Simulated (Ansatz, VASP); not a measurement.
One calculation of AlN, two programs

```
Al N
1.0
     3.32140    0.00000    0.00000
    -1.66070    2.87642    0.00000
     0.00000    0.00000    3.97560
Al N
2 2
Direct
  0.33333 0.66667 0.75000
  0.66667 0.33333 0.25000
  0.33333 0.66667 0.25000
  0.66667 0.33333 0.75000
```

Alike in both runs: task single point; functional PBEsol; k mesh 9 × 9 × 6; occupations gaussian, width 0.05 eV; no spin polarisation.

```csv
,VASP,Ansatz
version,VASP 6.6.1,Ansatz 0.2.0
potentials or method,"VASP PAW PBE potentials, release 64 (Al, N), cutoff 520 eV","scalar-relativistic, plane waves, PAW"
valence electrons in the cell,16,16
```

|  | VASP | Ansatz | Ansatz less VASP |
| --- | --- | --- | --- |
| gap on the k mesh at the Fermi level (eV) | 3.66 | 3.64 | -0.012 |
| least direct gap on the mesh (eV) | 3.66 | 3.64 | -0.012 |
| pressure (GPa) | 6.3 | 6.3 | +0.05 |
| traceless stress, the component that is largest in VASP (GPa) | 7.41 | 7.38 | -0.031 |

VASP's potentials were made for PBE, not for PBEsol.
